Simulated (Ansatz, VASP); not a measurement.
One calculation of ZnCu, two programs

```xyz
2
Lattice="2.9838 0.0000 0.0000 0.0000 2.9838 0.0000 0.0000 0.0000 2.9838" Properties=species:S:1:pos:R:3 pbc="T T T"
Zn    1.4919    1.4919    1.4919
Cu    0.0000    0.0000    0.0000
```

Alike in both runs: task single point; functional LDA; k mesh 9 × 9 × 9; occupations fermi-dirac, width 0.05 eV; no spin polarisation.

|  | VASP | Ansatz |
| --- | --- | --- |
| version | VASP 6.6.1 | Ansatz 0.2.0 |
| potentials or method | VASP PAW LDA potentials, release 64 (Zn, Cu) | Ansatz PAW |
| plane-wave cutoff (eV) | 600 | 420 |
| valence electrons in the cell | 23 | 31 |

Ansatz gave:

```
gap on the k mesh at the Fermi level (eV) : none
pressure (GPa)                            : -13.2
```

**Question.** Estimate VASP's values.

**Answer.** gap on the k mesh at the Fermi level (eV): none; pressure (GPa): -12.5.

LDA's correlation is that of Perdew and Zunger in VASP and of Perdew and Wang (1992) in Ansatz. A gap of «none» marks a metal or a gap that the smearing closes. VASP's potentials hold 23 valence electrons a cell and Ansatz's 31, so a difference there can come from the potentials and not from the codes.
